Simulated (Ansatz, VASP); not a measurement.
# W: VASP beside Ansatz

INCAR

```
SYSTEM = W
PREC = Accurate
ENCUT = 600
EDIFF = 1E-6
ISMEAR = 1
SIGMA = 0.1
LREAL = .FALSE.
LASPH = .TRUE.
NELM = 100
ALGO = Normal
ISIF = 3
LWAVE = .FALSE.
LCHARG = .FALSE.
GGA = CA
IBRION = 2
NSW = 60
EDIFFG = -0.005
```

File KPOINTS:

```
regular mesh
0
G
  24 24 24
  0 0 0
```

The input POSCAR:

```
W
1.0
   -1.5800000000      1.5800000000      1.5800000000
    1.5800000000     -1.5800000000      1.5800000000
    1.5800000000      1.5800000000     -1.5800000000
W
1
Direct
    0.0000000000      0.0000000000      0.0000000000
```

Input for Ansatz:

```yaml
crystal:
  lattice:
    - [-1.58, 1.58, 1.58]
    - [1.58, -1.58, 1.58]
    - [1.58, 1.58, -1.58]
  atoms:
    - { symbol: W, position: [0.0, 0.0, 0.0] }
kpoints:
  mp_grid: { grid: [24, 24, 24] }
scf:
  occupations: { method: cold, width: 0.1 }
hamiltonian:
  xc: lda
  pseudopotentials: { kind: paw }
output:
  forces: true
  stress: true
  populations: false
relax:
  f_tol: 0.005
  max_steps: 40
  cell: {}
```

Alike in both runs: task relaxation of cell and atoms; functional LDA; k mesh 24 × 24 × 24; no spin polarisation.

|  | VASP | Ansatz |
| --- | --- | --- |
| version | VASP 6.6.1 | Ansatz 0.2.0 |
| potentials or method | VASP PAW LDA potentials, release 64 (W_sv) | plane-wave PAW, scalar-relativistic |
| plane-wave cutoff (eV) | 600 | 420 |
| occupations | methfessel-paxton of order 1, width 0.1 eV | cold, width 0.1 eV |
| valence electrons in the cell | 14 | 14 |

|  | VASP | Ansatz | Ansatz less VASP |
| --- | --- | --- | --- |
| relaxed volume (Å³/atom) | 15.50 | 15.41 | -0.092 |
| relaxed cell length with the largest relative difference (Å) | 2.720 | 2.715 | -0.0054 |

LDA's correlation is that of Perdew and Zunger in VASP and of Perdew and Wang (1992) in Ansatz.

Spin-orbit coupling is off throughout.
